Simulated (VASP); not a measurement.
# Al32Co (a cell with a defect) in VASP: single point with PBE

Aim: the single point of Al32Co (a cell with a defect) with PBE.

Everything below comes from runs of VASP 6.6.1. Logs are shortened: lines on timing, memory, paths and dates and some standing lists are left out, and cuts for length are marked.

**1. The cell of the first run**

The cell holds a defect, 33 atoms: a = 8.100 Å, b = 8.100 Å, c = 8.100 Å, α = 90.00°, β = 90.00°, γ = 90.00°.

**2. Single point, PBE, collinear spin, zero start**

Contents of INCAR:

```
  PREC = Accurate
  ENCUT = 520
  EDIFF = 1E-7
  ISMEAR = -1
  SIGMA = 0.15
  LREAL = Auto
  LASPH = T
  NELM = 150
  ALGO = Normal
  ISIF = 2
  LWAVE = F
  LCHARG = T
  ISPIN = 2
  MAGMOM = 0 0 0 0 0 0 0 0 0 0 0 0 0 0 0 0 0 0 0 0 0 0 0 0 0 0 0 0 0 0 0 0 0
  LORBIT = 11
  LMAXMIX = 4
  GGA = PE
  LELF = T
  LVHAR = T
  NBANDS = 78
```

Contents of KPOINTS:

```
regular mesh
0
Gamma
  2 2 2
```

Contents of POSCAR:

```
Al32Co
1.0
    8.1000000000      0.0000000000      0.0000000000
    0.0000000000      8.1000000000      0.0000000000
    0.0000000000      0.0000000000      8.1000000000
Al Co
32 1
Direct
    0.5040571605      0.0110883951     -0.0040541975
    0.7474158025      0.2525903704     -0.0001722222
    0.7416985185      0.0089132099      0.2526800000
   -0.0047675309      0.0048169136      0.0059809877
    0.2462344444      0.2612653086     -0.0056012346
    0.5018397531      0.4982774074     -0.0018208642
    0.7392356790      0.7537851852     -0.0054053086
    0.2581262963      0.0524509877      0.2418286420
    0.5056009877      0.2612567901      0.2537687654
    0.7391446914      0.4945522222      0.2537637037
    0.4939361728      0.0047475309      0.5047006173
    0.7522248148      0.2474166667      0.5052185185
    0.7523192593      0.0051420988      0.7476482716
   -0.0112096296      0.4959767901     -0.0040700000
    0.2467422222      0.7533783951     -0.0094855556
   -0.0091079012      0.2585640741      0.2527735802
    0.2463655556      0.4911887654      0.2536469136
    0.5095565432      0.7533379012      0.2532303704
    0.0193025926     -0.0188919753      0.4807408642
    0.2472285185      0.2585653086      0.5091017284
    0.5040798765      0.4959701235      0.5111967901
    0.7416551852      0.7527016049      0.5090080247
    0.2473082716      0.0089233333      0.7583202469
    0.5001739506      0.2525680247      0.7525638272
    0.7471964198      0.4998588889      0.7528062963
   -0.0513144444      0.7417087654      0.2422837037
   -0.0054958025      0.5051300000      0.5054980247
    0.2577151852      0.7416641975      0.5514208642
   -0.0052286420      0.2474313580      0.7477590123
    0.2462354321      0.4945323457      0.7609067901
    0.5054238272      0.7537882716      0.7608075309
   -0.0090241975      0.7527153086      0.7583628395
    0.2224248148      0.7787330864      0.2776772840
```

Potentials or basis: VASP PAW PBE potentials, release 64 (Al, Co).

The run is started by

```console
> cat potpaw_PBE.64/Al/POTCAR potpaw_PBE.64/Co/POTCAR > POTCAR
> mpirun -np 1 vasp_std > vasp.out
```

OUTCAR:

```text
PREC = Accurate
   ENCUT = 520
   EDIFF = 1E-7
   ISMEAR = -1
   LREAL = Auto
   LASPH = T
   NELM = 150
   ISIF = 2
   ISPIN = 2
   LORBIT = 11
   GGA = PE

 ion  position               nearest neighbor table
   1  0.504  0.011  0.996-   2 2.78  24 2.78  31 2.82   7 2.82  23 2.83   3 2.83   8 2.84  13 2.84
                             9 2.91   5 2.91  15 2.95  18 2.95
   2  0.747  0.253  1.000-  14 2.78   1 2.78   6 2.81  25 2.83  24 2.83   4 2.84   9 2.84  10 2.84
                            16 2.84   3 2.84  29 2.86  13 2.86
   3  0.742  0.009  0.253-  26 2.74  18 2.80   9 2.80  12 2.81   1 2.83   2 2.84  16 2.86  11 2.86
                             4 2.87  19 2.92  22 2.94   7 2.94
   4  0.995  0.005  0.006-   2 2.84  32 2.86  23 2.86   3 2.87  16 2.87  29 2.87  13 2.87  15 2.88
                             8 2.89  26 2.89   7 2.91   5 2.91
   5  0.246  0.261  0.994-   8 2.62  30 2.67  23 2.80  17 2.81  14 2.82   6 2.82  24 2.84  29 2.86
                             4 2.91   1 2.91  16 2.94   9 2.97
   6  0.502  0.498  0.998-  25 2.81   2 2.81  24 2.81   9 2.82   5 2.82  31 2.83  30 2.83  10 2.83
                             7 2.83  18 2.92  15 2.92  17 2.93
   7  0.739  0.754  0.995-  26 2.63  31 2.68  32 2.80  18 2.80   1 2.82   6 2.83  25 2.84  13 2.86
                             4 2.91  14 2.91   3 2.94  10 2.97
   8  0.258  0.052  0.242-  33 2.25   5 2.62   9 2.62  16 2.74  20 2.74  19 2.80   1 2.84  11 2.89
                             4 2.89  15 3.17  18 3.17
   9  0.506  0.261  0.254-   8 2.62  10 2.67   3 2.80  17 2.81  21 2.82   6 2.82   2 2.84  12 2.86
[... 32 lines left out ...]
                            32 2.85  22 2.85  29 2.86  12 2.86
  26  0.949  0.742  0.242-  33 2.26  10 2.63   7 2.63  22 2.74   3 2.74  19 2.80  14 2.84   4 2.89
                            27 2.89  17 3.15  15 3.16
  27  0.995  0.505  0.505-  25 2.83  20 2.86  16 2.86  29 2.86  12 2.87  22 2.87  32 2.87  17 2.89
                            28 2.89  26 2.89  10 2.91  30 2.91
  28  0.258  0.742  0.551-  33 2.26  30 2.63  31 2.63  32 2.74  23 2.74  19 2.80  21 2.84  11 2.89
                            27 2.89  17 3.15  18 3.16
  29  0.995  0.247  0.748-  13 2.78  12 2.78  23 2.81  20 2.82  14 2.85   5 2.86  30 2.86   2 2.86
                            25 2.86  27 2.86   4 2.87  19 3.06
  30  0.246  0.495  0.761-  28 2.63   5 2.67  20 2.80  15 2.80  14 2.82   6 2.83  24 2.84  29 2.86
                            27 2.91  21 2.91  32 2.94  31 2.97
  31  0.505  0.754  0.761-  28 2.63   7 2.68  22 2.80  15 2.80   1 2.82   6 2.83  25 2.84  13 2.86
                            11 2.91  21 2.91  23 2.94  30 2.97
  32  0.991  0.753  0.758-  28 2.74   7 2.80  15 2.80  13 2.82  14 2.83  25 2.85  22 2.86   4 2.86
                            27 2.87  19 2.92  23 2.94  30 2.94
  33  0.222  0.779  0.278-   8 2.25  28 2.26  26 2.26  18 2.34  15 2.34  17 2.35  19 2.85

  LATTYP: Found a simple cubic cell.
 ALAT       =     8.1000000000

  Lattice vectors:

 A1 = (   8.1000000000,   0.0000000000,   0.0000000000)
 A2 = (   0.0000000000,   8.1000000000,   0.0000000000)
 A3 = (   0.0000000000,   0.0000000000,   8.1000000000)

Analysis of symmetry for initial positions (statically):
=====================================================================
 Subroutine PRICEL returns:
 Original cell was already a primitive cell.

 Routine SETGRP: Setting up the symmetry group for a
 simple cubic supercell.

 Subroutine GETGRP returns: Found  1 space group operations
 (whereof  1 operations were pure point group operations)
 out of a pool of 48 trial point group operations.

The static configuration has the point symmetry C_1 .

Analysis of symmetry for dynamics (positions and initial velocities):
=====================================================================
 Subroutine PRICEL returns:
 Original cell was already a primitive cell.

 Routine SETGRP: Setting up the symmetry group for a
 simple cubic supercell.

 Subroutine GETGRP returns: Found  1 space group operations
 (whereof  1 operations were pure point group operations)
 out of a pool of 48 trial point group operations.

The dynamic configuration has the point symmetry C_1 .

Analysis of structural, dynamic, and magnetic symmetry:
=====================================================================
 Subroutine PRICEL returns:
 Original cell was already a primitive cell.

 Routine SETGRP: Setting up the symmetry group for a
 simple cubic supercell.

 Subroutine GETGRP returns: Found  1 space group operations
[... 138 lines left out ...]
 SYSTEM =  unknown system
   PREC   = accura    normal or accurate (medium, high low for compatibility)
   ISTART =      0    job   : 0-new  1-cont  2-samecut
   ICHARG =      2    charge: 1-file 2-atom 10-const
   ISPIN  =      2    spin polarized calculation?
   LNONCOLLINEAR =      F non collinear calculations
   LSORBIT =      F    spin-orbit coupling
   LASPH  =      T    aspherical Exc in radial PAW
   ENCUT  =  520.0 eV  38.22 Ry    6.18 a.u.  15.06 15.06 15.06*2*pi/ulx,y,z
   NELM   =    150;   NELMIN=  2; NELMDL= -5     # of ELM steps
   EDIFF  = 0.1E-06   stopping-criterion for ELM
   LREAL  =      T    real-space projection
   EDIFFG = 0.1E-05   stopping-criterion for IOM
   NSW    =      0    number of steps for IOM
   IBRION =     -1    ionic relax: 0-MD 1-quasi-New 2-CG
   NFREE  =      0    steps in history (QN), initial steepest desc. (CG)
   ISIF   =      2    stress and relaxation
   ISYM   =      2    0-nonsym 1-usesym 2-fastsym
   POTIM  = 0.5000    time-step for ionic-motion
   TEBEG  =    0.0;   TEEND  =   0.0 temperature during run
   PSTRESS=    0.0 pullay stress
   NELECT =     105.0000    total number of electrons
   NUPDOWN=      -1.0000    fix difference up-down
   EMIN   =  10.00;   EMAX   =-10.00  energy-range for DOS
   EFERMI =   0.00;   METHOD = LEGACY
   ISMEAR =    -1;   SIGMA  =   0.15  broadening in eV -4-tet -1-fermi 0-gaus
   EFERMI_NEDOS =   21; number of points for ismear=-14 and -15
   IALGO  =     38    algorithm
   IMIX   =      4    mixing-type and parameters
     AMIX     =   0.40;   BMIX     =  1.00
     AMIX_MAG =   1.60;   BMIX_MAG =  1.00
  volume/ion in A,a.u.               =      16.10       108.68
  Fermi-wavevector in a.u.,A,eV,Ry     =   0.953498  1.801849 12.369840  0.909158
  Thomas-Fermi vector in A             =   2.082158
   LORBIT       =     11    0 simple, 1 ext, 2 COOP (PROOUT), +10 PAW based schemes
   GGA     = PE    functional components
   LHFCALC =     F    Hartree Fock is set to
   AEXX    =    0.0000 exact exchange contribution
   IVDW    =     0    specifies the selected vdW correction
   LEPSILON=     F    determine dielectric tensor
   LRPA    =     F    only Hartree local field effects (RPA)
 spin polarized calculation
  energy-cutoff  :      520.00
  volume of cell :      531.44
 maximum number of plane-waves:     14400
   NGX = 31   NGY = 31   NGZ = 31

 number of electron     104.9999999 magnetization      -0.0000054

 number of electron     104.9999999 magnetization       0.0000004

 Free energy of the ion-electron system (eV)
  ---------------------------------------------------
  ext. energy  EPLUGINS =         0.00000000
  ---------------------------------------------------
  free energy    TOTEN  =      -127.32971912 eV

  energy without entropy =     -126.29428170  energy(sigma->0) =     -126.81200041

 E-fermi :   7.8812     XC(G=0): -10.2997

 val. band max:        7.8636903267   @ k =   0.5000   0.0000   0.0000
 cond. band min:       7.8911703641   @ k =   0.0000   0.5000   0.0000
 fundamental gap:      0.0274800374
 Fermi energy:         7.8811979057

 spin component 1

 k-point     1 :       0.0000    0.0000    0.0000
  band No.  band energies     occupation
      1      -3.0157      1.00000
      2      -0.9216      1.00000
      3      -0.9205      1.00000
      4      -0.7347      1.00000
      5      -0.7336      1.00000
      6      -0.7133      1.00000
[... 525 lines left out ...]
     63      11.3025      0.00000
     64      11.3056      0.00000
 Fermi energy:         7.8811979057

 spin component 2

 k-point     1 :       0.0000    0.0000    0.0000
  band No.  band energies     occupation
      1      -3.0157      1.00000
      2      -0.9216      1.00000
      3      -0.9205      1.00000
      4      -0.7347      1.00000
      5      -0.7336      1.00000
      6      -0.7133      1.00000
[... 525 lines left out ...]
     63      11.3025      0.00000
     64      11.3056      0.00000
 [bands above 64 left out]

------------------------ aborting loop because EDIFF is reached ----------------------------------------

  FORCE on cell =-STRESS in cart. coord.  units (eV):
  Direction    XX          YY          ZZ          XY          YZ          ZX
  --------------------------------------------------------------------------------------
  -------------------------------------------------------------------------------------
  Total        7.4941504      7.5093882      7.4987192      1.6879264     -1.6974808      1.5894878
  in kB       22.5932096     22.6391482     22.6069835      5.0887256     -5.1175300      4.7919550
  external PRESSURE =      22.6131138 kB  Pullay stress =       0.0000000 kB

 VOLUME and BASIS-vectors are now :
 -----------------------------------------------------------------------------
  energy-cutoff  :      520.00
  volume of cell :      531.44
      direct lattice vectors                 reciprocal lattice vectors
     8.100000000  0.000000000  0.000000000     0.123456790  0.000000000  0.000000000
     0.000000000  8.100000000  0.000000000     0.000000000  0.123456790  0.000000000
     0.000000000  0.000000000  8.100000000     0.000000000  0.000000000  0.123456790

 POSITION                                       TOTAL-FORCE (eV/Angst)
 -----------------------------------------------------------------------------------
      4.08286      0.08982      8.06716        -0.008199      0.005075      0.008406
      6.05407      2.04598      8.09861        -0.005663      0.004557      0.001442
      6.00776      0.07220      2.04671         0.001128      0.015460      0.003986
      8.06138      0.03902      0.04845         0.004333     -0.003445     -0.005403
      1.99450      2.11625      8.05463         0.001686     -0.003993      0.005017
      4.06490      4.03605      8.08525         0.004852     -0.007872     -0.005202
[... 25 lines left out ...]
      8.02690      6.09699      6.14274        -0.014921      0.002609     -0.001526
      1.80164      6.30774      2.24919         0.001079      0.002982      0.000110
 -----------------------------------------------------------------------------------
    total drift:                                0.013266     -0.005287     -0.013597

  FREE ENERGIE OF THE ION-ELECTRON SYSTEM (eV)
  ---------------------------------------------------
  free  energy   TOTEN  =      -127.3297191233 eV

  energy  without entropy=     -126.2942817003  energy(sigma->0) =     -126.81200041

 total charge

# of ion       s       p       d       tot
------------------------------------------
    1        0.432   0.340   0.000   0.772
    2        0.428   0.354   0.000   0.783
    3        0.429   0.344   0.000   0.773
    4        0.431   0.325   0.000   0.756
    5        0.429   0.352   0.000   0.781
    6        0.431   0.347   0.000   0.778
[... 25 lines left out ...]
   32        0.429   0.344   0.000   0.773
   33        0.524   0.545   7.580   8.649
--------------------------------------------------
tot         14.308  11.668   7.580  33.556

 magnetization (x)

# of ion       s       p       d       tot
------------------------------------------
    1       -0.000   0.000   0.000   0.000
    2        0.000   0.000   0.000   0.000
    3       -0.000   0.000   0.000   0.000
    4       -0.000   0.000   0.000  -0.000
    5       -0.000   0.000   0.000  -0.000
    6       -0.000   0.000   0.000  -0.000
[... 25 lines left out ...]
   32       -0.000   0.000   0.000   0.000
   33       -0.000  -0.000   0.000   0.000
--------------------------------------------------
tot         -0.000   0.000   0.000   0.000
```

It took 20 min on 1 thread of Intel Xeon Platinum 8259CL at 2.50GHz (Skylake/Cascade Lake), shared host; peak memory 0.89 GiB.

What came out:

```
Free energy                                           : -127.3297 eV
Pressure                                              : 2.3 GPa
Largest force                                         : 0.025 eV/Å
Net moment                                            : 0.00 μB per cell
Valence electrons inside the program's atomic spheres : Al 0.77, 0.78, 0.76, 0.82, 0.74 (each value once); Co 8.65
```

Forces in eV/Å, atoms in the order of the input:
```
Al  -0.008  0.005  0.008
Al  -0.006  0.005  0.001
Al   0.001  0.015  0.004
Al   0.004 -0.003 -0.005
Al   0.002 -0.004  0.005
Al   0.005 -0.008 -0.005
Al   0.001 -0.001  0.004
Al  -0.002 -0.020  0.002
Al  -0.005 -0.004 -0.001
Al   0.001  0.005  0.000
Al   0.005 -0.005 -0.004
Al  -0.001  0.001 -0.005
Al   0.000 -0.004  0.001
Al  -0.002  0.007  0.006
Al   0.007 -0.011 -0.018
Al  -0.013  0.000  0.001
Al   0.009 -0.021 -0.010
Al   0.019 -0.010 -0.007
Al  -0.016  0.012  0.015
Al  -0.001  0.000  0.013
Al  -0.006  0.007  0.003
Al   0.002  0.003  0.015
Al  -0.004  0.015 -0.001
Al  -0.001  0.005  0.006
Al  -0.003  0.001  0.003
Al   0.021  0.001 -0.001
Al   0.005 -0.003 -0.005
Al   0.000  0.001 -0.022
Al   0.004  0.001  0.001
Al  -0.001  0.006 -0.001
Al  -0.004 -0.001 -0.001
Al  -0.015  0.003 -0.002
Co   0.001  0.003  0.000
```

Stress tensor (GPa, compression positive):
```
 2.26  0.51  0.48
 0.51  2.26 -0.51
 0.48 -0.51  2.26
```

Caveat: the k points lie up to 0.39 Å⁻¹ apart.
